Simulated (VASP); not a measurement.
# TlCl (Pm-3m) in VASP: a series of runs, part 2 of 2

VASP 6.6.1. The steps go on from the part before.

### Step 6. Single point, HSE06

File POSCAR:

```
TlCl
1.0
    3.7936346894      0.0000000000      0.0000000000
    0.0000000000      3.7936346894      0.0000000000
    0.0000000000      0.0000000000      3.7936346894
Tl Cl
1 1
Direct
    0.0000000000      0.0000000000      0.0000000000
    0.5000000000      0.5000000000      0.5000000000
```

File INCAR.step1:

```
PREC     = Accurate       # precision mode
ENCUT    = 400            # plane-wave cutoff, eV
EDIFF    = 1E-5           # SCF threshold, eV
ISMEAR   = 0              # smearing method
SIGMA    = 0.01           # smearing width, eV
LREAL    = False          # projectors in reciprocal space
LASPH    = True           # aspherical terms in the spheres
NELM     = 120            # most SCF steps
ALGO     = Normal         # electronic algorithm
ISIF     = 2              # what is computed and relaxed
LWAVE    = True           # write WAVECAR
LCHARG   = False          # write CHGCAR
NBANDS   = 17             # bands
GGA      = PE             # functional
GGA_COMPAT= False
```

File INCAR.step2:

```
PREC     = Accurate       # precision mode
ENCUT    = 400            # plane-wave cutoff, eV
EDIFF    = 1E-6           # SCF threshold, eV
ISMEAR   = 0              # smearing method
SIGMA    = 0.01           # smearing width, eV
LREAL    = False          # projectors in reciprocal space
LASPH    = True           # aspherical terms in the spheres
NELM     = 120            # most SCF steps
ALGO     = Normal         # electronic algorithm
ISIF     = 2              # what is computed and relaxed
LWAVE    = False          # write WAVECAR
LCHARG   = False          # write CHGCAR
GGA      = PE             # functional
LHFCALC  = True           # exact exchange
HFSCREEN = 0.2079         # screening, 1/A
PRECFOCK = Normal       
NBANDS   = 17             # bands
ISTART   = 1            
GGA_COMPAT= False
```

File KPOINTS:

```
regular mesh
0
Gamma
  4 4 4
```

Potentials or basis: VASP PAW PBE potentials, release 64 (Tl_d, Cl).

Started as:

```
> cat potpaw_PBE.64/Tl_d/POTCAR potpaw_PBE.64/Cl/POTCAR > POTCAR
> cp INCAR.step1 INCAR
> mpirun -np 1 vasp_std > vasp.out
> cp INCAR.step2 INCAR
> mpirun -np 1 vasp_std > vasp.out
```

OUTCAR:

```text
PREC = Accurate
   ENCUT = 400
   EDIFF = 1E-6
   ISMEAR = 0
   LREAL = False
   LASPH = True
   NELM = 120
   ISIF = 2
   GGA = PE
   LHFCALC = True
   HFSCREEN = 0.2079
   PRECFOCK = Normal
   ISTART = 1

 ion  position               nearest neighbor table
   1  0.000  0.000  0.000-   2 3.29   2 3.29   2 3.29   2 3.29   2 3.29   2 3.29   2 3.29   2 3.29

   2  0.500  0.500  0.500-   1 3.29   1 3.29   1 3.29   1 3.29   1 3.29   1 3.29   1 3.29   1 3.29

  LATTYP: Found a simple cubic cell.
 ALAT       =     3.7936346894

  Lattice vectors:

 A1 = (   3.7936346894,   0.0000000000,   0.0000000000)
 A2 = (   0.0000000000,   3.7936346894,   0.0000000000)
 A3 = (   0.0000000000,   0.0000000000,   3.7936346894)

Analysis of symmetry for initial positions (statically):
=====================================================================
 Subroutine PRICEL returns:
 Original cell was already a primitive cell.

 Routine SETGRP: Setting up the symmetry group for a
 simple cubic supercell.

 Subroutine GETGRP returns: Found 48 space group operations
[... 9 lines left out ...]

 Routine SETGRP: Setting up the symmetry group for a
 simple cubic supercell.

 Subroutine GETGRP returns: Found 48 space group operations
[... 11 lines left out ...]
                                     Primitive cell

  volume of cell :      54.5967

  direct lattice vectors                    reciprocal lattice vectors
     3.793634689  0.000000000  0.000000000     0.263599445  0.000000000  0.000000000
     0.000000000  3.793634689  0.000000000     0.000000000  0.263599445  0.000000000
     0.000000000  0.000000000  3.793634689     0.000000000  0.000000000  0.263599445

  length of vectors
     3.793634689  3.793634689  3.793634689     0.263599445  0.263599445  0.263599445

  position of ions in fractional coordinates (direct lattice)
     0.000000000  0.000000000  0.000000000
     0.500000000  0.500000000  0.500000000

  ion indices of the primitive-cell ions
[... 83 lines left out ...]
  Thomas-Fermi vector in A             =   2.307820
   LORBIT       =      0    0 simple, 1 ext, 2 COOP (PROOUT), +10 PAW based schemes
   GGA     = PE    functional components
   LHFCALC =     T    Hartree Fock is set to
   PRECFOCK=normal    Normal, Fast or Accurate (Low or Medium for compatibility)
   ENCUT4O =  -1.0   cutoff for four orbital integrals eV
   NKREDX  =     1    reduce k-point grid by
   NKREDY  =     1    reduce k-point grid by
   NKREDZ  =     1    reduce k-point grid by
   AEXX    =    0.2500 exact exchange contribution
   HFSCREEN=    0.2079 screening length (either q_TF or 0.3 A-1)
   HFSCREENC=   0.2079 screening length for correlation (either q_TF or 0.3 A-1)
   ENCUTFOCK=  -1.0 apply spherical cutoff to Coloumb kernel
   IVDW    =     0    specifies the selected vdW correction
   LEPSILON=     F    determine dielectric tensor
   LRPA    =     F    only Hartree local field effects (RPA)
 non-spin polarized calculation
 Gauss-broadening in eV      SIGMA  =   0.01
  energy-cutoff  :      400.00
  volume of cell :       54.60
 maximum number of plane-waves:      1021
 NGX is ok and might be reduce to    28
  NGX = 20; NGY = 20; NGZ = 20

 number of electron      20.0000001 magnetization

 Free energy of the ion-electron system (eV)
  ---------------------------------------------------
  ext. energy  EPLUGINS =         0.00000000
  ---------------------------------------------------
  free energy    TOTEN  =        -7.14658197 eV

  energy without entropy =       -7.14658197  energy(sigma->0) =       -7.14658197

 E-fermi :   2.6099     XC(G=0):  -7.7067

 val. band max:        2.5546775316   @ k =   0.5000   0.0000   0.0000
 cond. band min:       5.2955892483   @ k =   0.5000   0.0000   0.0000
 fundamental gap:      2.7409117168
 Fermi energy:         2.6098911693

 k-point     1 :       0.0000    0.0000    0.0000
  band No.  band energies     occupation
      1     -13.0043      2.00000
      2      -8.7401      2.00000
      3      -8.7401      2.00000
      4      -8.4799      2.00000
      5      -8.4799      2.00000
      6      -8.4799      2.00000
[... 177 lines left out ...]
      4      -8.6881      2.00000
      5      -8.3910      2.00000
      6      -8.3910      2.00000
[... 9 lines left out ...]
     16      16.8126      0.00000
     17      21.1687      0.00000

------------------------ aborting loop because EDIFF is reached ----------------------------------------

  FORCE on cell =-STRESS in cart. coord.  units (eV):
  Direction    XX          YY          ZZ          XY          YZ          ZX
  --------------------------------------------------------------------------------------
  -------------------------------------------------------------------------------------
  Total        0.6442303      0.6442303      0.6442303      0.0000000      0.0000000      0.0000000
  in kB       18.9053716     18.9053716     18.9053716      0.0000000      0.0000000      0.0000000
  external PRESSURE =      18.9053716 kB  Pullay stress =       0.0000000 kB

 VOLUME and BASIS-vectors are now :
 -----------------------------------------------------------------------------
  energy-cutoff  :      400.00
  volume of cell :       54.60
      direct lattice vectors                 reciprocal lattice vectors
     3.793634689  0.000000000  0.000000000     0.263599445  0.000000000  0.000000000
     0.000000000  3.793634689  0.000000000     0.000000000  0.263599445  0.000000000
     0.000000000  0.000000000  3.793634689     0.000000000  0.000000000  0.263599445

 POSITION                                       TOTAL-FORCE (eV/Angst)
 -----------------------------------------------------------------------------------
      0.00000      0.00000      0.00000         0.000000      0.000000      0.000000
      1.89682      1.89682      1.89682         0.000000      0.000000      0.000000
 -----------------------------------------------------------------------------------
    total drift:                               -0.000001     -0.000001     -0.000001

  FREE ENERGIE OF THE ION-ELECTRON SYSTEM (eV)
  ---------------------------------------------------
  free  energy   TOTEN  =        -7.1465819689 eV

  energy  without entropy=       -7.1465819689  energy(sigma->0) =       -7.14658197
```

OUTCAR.step1:

```text
PREC = Accurate
   ENCUT = 400
   EDIFF = 1E-5
   ISMEAR = 0
   LREAL = False
[... 407 lines left out ...]
      0.00000      0.00000      0.00000         0.000000      0.000000      0.000000
      1.89682      1.89682      1.89682         0.000000      0.000000      0.000000
 -----------------------------------------------------------------------------------
    total drift:                               -0.000000      0.000000      0.000000

  FREE ENERGIE OF THE ION-ELECTRON SYSTEM (eV)
  ---------------------------------------------------
  free  energy   TOTEN  =        -5.9770778683 eV

  energy  without entropy=       -5.9770778683  energy(sigma->0) =       -5.97707787
```

It took 2.6 min on 1 thread of Intel Xeon 6975P-C (Granite Rapids), shared host; peak memory 0.25 GiB.

Results:

| Quantity | Value |
| --- | --- |
| Free energy | -7.1466 eV |
| Pressure | 1.9 GPa |
| Band gap on the k mesh | 2.74 eV, direct |

Levels at points of the mesh, in eV from the valence-band top:
| k point | band 8 | band 9 | band 10 | band 11 | band 12 | band 13 |
| --- | --- | --- | --- | --- | --- | --- |
| (0.00, 0.00, 0.00) | -2.07 | -2.07 | -2.07 | 8.66 | 8.66 | 9.09 |
| (0.50, 0.00, 0.00) | -1.58 | -1.58 | 0.00 | 2.74 | 7.58 | 7.58 |
| (0.50, 0.50, 0.00) | -3.69 | -3.46 | -1.53 | 5.83 | 5.83 | 9.38 |
| (0.50, 0.50, 0.50) | -2.64 | -2.64 | -2.01 | 3.16 | 3.16 | 3.16 |

Caveat: the PAW data sets were made with another functional, which shifts forces and pressure a little; spin-orbit coupling is left out, which moves the levels of the heavy elements.

### Step 7. Single point, PBE0

POSCAR is that of step 6.

File INCAR.step1:

```
ALGO = Normal ; EDIFF = 1E-5
ENCUT = 400 ; GGA = PE
GGA_COMPAT = False ; ISIF = 2
ISMEAR = 0 ; LASPH = True
LCHARG = False ; LREAL = False
LWAVE = True ; NBANDS = 17
NELM = 120 ; PREC = Accurate
SIGMA = 0.01
```

File INCAR.step2:

```
AEXX = 0.25 ; ALGO = Normal
EDIFF = 1E-6 ; ENCUT = 400
GGA = PE ; GGA_COMPAT = False
ISIF = 2 ; ISMEAR = 0
ISTART = 1 ; LASPH = True
LCHARG = False ; LHFCALC = True
LREAL = False ; LWAVE = False
NBANDS = 17 ; NELM = 120
PREC = Accurate ; PRECFOCK = Normal
SIGMA = 0.01
```

File KPOINTS:

```
k-points
0
Gamma
  4 4 4
```

Started as:

```
> cat potpaw_PBE.64/Tl_d/POTCAR potpaw_PBE.64/Cl/POTCAR > POTCAR
> cp INCAR.step1 INCAR
> mpirun -np 1 vasp_std > vasp.out
> cp INCAR.step2 INCAR
> mpirun -np 1 vasp_std > vasp.out
```

It took 2.6 min on 1 thread of Intel Xeon 6975P-C (Granite Rapids), shared host; peak memory 0.16 GiB.

It converged, with:

* Free energy: -7.8333 eV
* Pressure: 1.6 GPa
* Band gap on the k mesh: 3.43 eV, direct

Levels at points of the mesh, in eV from the valence-band top:
| k point | band 8 | band 9 | band 10 | band 11 | band 12 | band 13 |
| --- | --- | --- | --- | --- | --- | --- |
| (0.00, 0.00, 0.00) | -2.11 | -2.11 | -2.11 | 9.38 | 9.38 | 9.85 |
| (0.50, 0.00, 0.00) | -1.61 | -1.61 | 0.00 | 3.43 | 8.32 | 8.32 |
| (0.50, 0.50, 0.00) | -3.75 | -3.50 | -1.57 | 6.57 | 6.57 | 10.10 |
| (0.50, 0.50, 0.50) | -2.68 | -2.68 | -2.02 | 3.86 | 3.86 | 3.86 |

Caveat: the PAW data sets were made with another functional, which shifts forces and pressure a little; spin-orbit coupling is left out, which moves the levels of the heavy elements.

### Step 8. Summary

| level | k mesh | cutoff (eV) | grid for exact exchange (PRECFOCK) | screening parameter | gap on the mesh (eV) | pressure (GPa) |
| --- | --- | --- | --- | --- | --- | --- |
| PBE | 4 × 4 × 4 | 500 | - | - | 1.99 | 2.3 |
| PBE | 6 × 6 × 6 | 500 | - | - | 2.00 | 2.2 |
| r2SCAN | 4 × 4 × 4 | 550 | - | - | 2.42 | 1.1 |
| HSE06 | 4 × 4 × 4 | 400 | Normal | 0.2079 1/Å | 2.74 | 1.9 |
| PBE0 | 4 × 4 × 4 | 400 | Normal | - | 3.43 | 1.6 |

Alike in all rows: task single point; potentials or basis VASP PAW PBE potentials, release 64 (Tl_d, Cl); no spin polarisation; cell as given; smearing gaussian 0.01 eV.

On the cell as given the gap runs from 1.99 eV (PBE) to 3.43 eV (PBE0); the meshes differ, which moves gaps too. The pressure there spans 1.1 GPa (r2SCAN) to 2.3 GPa (PBE); a positive pressure means that this level wants a larger cell, a negative one a smaller.

Caveats: spin-orbit coupling is left out, which moves the levels of the heavy elements; the PAW data sets were made with another functional, which shifts forces and pressure a little (some runs).

Total energies depend on the potentials used, so only differences within one code and one set of settings carry meaning.
